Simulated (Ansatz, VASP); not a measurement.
**One calculation of C, two programs**

Contents of INCAR:

```
SYSTEM = C
PREC     = Accurate       ! precision mode
ENCUT    = 520            ! plane-wave cutoff, eV
EDIFF    = 1E-6           ! SCF threshold, eV
ISMEAR   = 0              ! smearing method
SIGMA    = 0.05           ! smearing width, eV
LREAL    = .FALSE.        ! projectors in reciprocal space
LASPH    = .TRUE.         ! aspherical terms in the spheres
NELM     = 100            ! most SCF steps
ALGO     = Normal         ! electronic algorithm
ISIF     = 2              ! what is computed and relaxed
LWAVE    = .FALSE.        ! write WAVECAR
LCHARG   = .FALSE.        ! write CHGCAR
NBANDS   = 26             ! bands
```

KPOINTS

```
Automatic mesh
0
G
  12 12 4
  0 0 0
```

The input POSCAR:

```
C
1.0
    2.4024880687      0.0000000000      0.0000000000
   -1.2012440343      2.0806156998      0.0000000000
    0.0000000000      0.0000000000      8.7892647126
C
8
Direct
    0.0000000000      0.0000000000      0.0870930396
    0.0000000000      0.0000000000      0.5870930396
    0.0000000000      0.0000000000      0.4129069604
    0.0000000000      0.0000000000      0.9129069604
    0.3333333333      0.6666666667      0.1600876728
    0.6666666667      0.3333333333      0.6600876728
    0.3333333333      0.6666666667      0.3399123272
    0.6666666667      0.3333333333      0.8399123272
```

Input for Ansatz:

```yaml
crystal:
  lattice:
    - [2.4024880687, 0.0, 0.0]
    - [-1.2012440343, 2.0806156998, 0.0]
    - [0.0, 0.0, 8.7892647126]
  atoms:
    - { symbol: C, position: [0.0, 0.0, 0.0870930396] }
    - { symbol: C, position: [0.0, 0.0, 0.5870930396] }
    - { symbol: C, position: [0.0, 0.0, 0.4129069604] }
    - { symbol: C, position: [0.0, 0.0, 0.9129069604] }
    - { symbol: C, position: [0.3333333333, 0.6666666667, 0.1600876728] }
    - { symbol: C, position: [0.6666666667, 0.3333333333, 0.6600876728] }
    - { symbol: C, position: [0.3333333333, 0.6666666667, 0.3399123272] }
    - { symbol: C, position: [0.6666666667, 0.3333333333, 0.8399123272] }
basis:
  ecutwfc: 520.0
kpoints:
  mp_grid: { grid: [12, 12, 4] }
hamiltonian:
  xc: lda
  pseudopotentials: { kind: paw, azcp: { folder: soft_1 } }
scf:
  occupations: { method: gaussian, width: 0.05 }
output:
  forces: true
  stress: true
  eigenvalues: true
```

Change from the starting cell: mode 21 frozen in at -0.048 Å, strain +e along z and -e/2 along x and y +0.0700.

Alike in both runs: task single point; functional LDA; k mesh 12 × 12 × 4; occupations gaussian, width 0.05 eV; no spin polarisation.

|  | VASP | Ansatz |
| --- | --- | --- |
| version | VASP 6.6.1 | Ansatz 0.2.0 |
| potentials or method | VASP PAW LDA potentials, release 64 (C), cutoff 520 eV | scalar-relativistic, plane waves, PAW |
| valence electrons in the cell | 32 | 32 |

VASP gave:

| Property | Result |
| --- | --- |
| gap on the k mesh at the Fermi level (eV) | 2.59 |
| least direct gap on the mesh (eV) | 3.23 |
| pressure (GPa) | 3.5 |
| traceless stress, the component that is largest in VASP (GPa) | -88.75 |
| rms of the force components (eV/Å) | 1.857 |

Task: What did Ansatz give for the same quantities?

Result: gap on the k mesh at the Fermi level (eV): 2.60; least direct gap on the mesh (eV): 3.23; pressure (GPa): 1.8; traceless stress, the component that is largest in VASP (GPa): -88.82; rms of the force components (eV/Å): 1.868.

Ansatz warns that its potentials were made for another functional, while VASP's fit it. LDA's correlation is that of Perdew and Zunger in VASP and of Perdew and Wang (1992) in Ansatz. Atom by atom the forces differ by 0.012 eV/Å (rms over components).
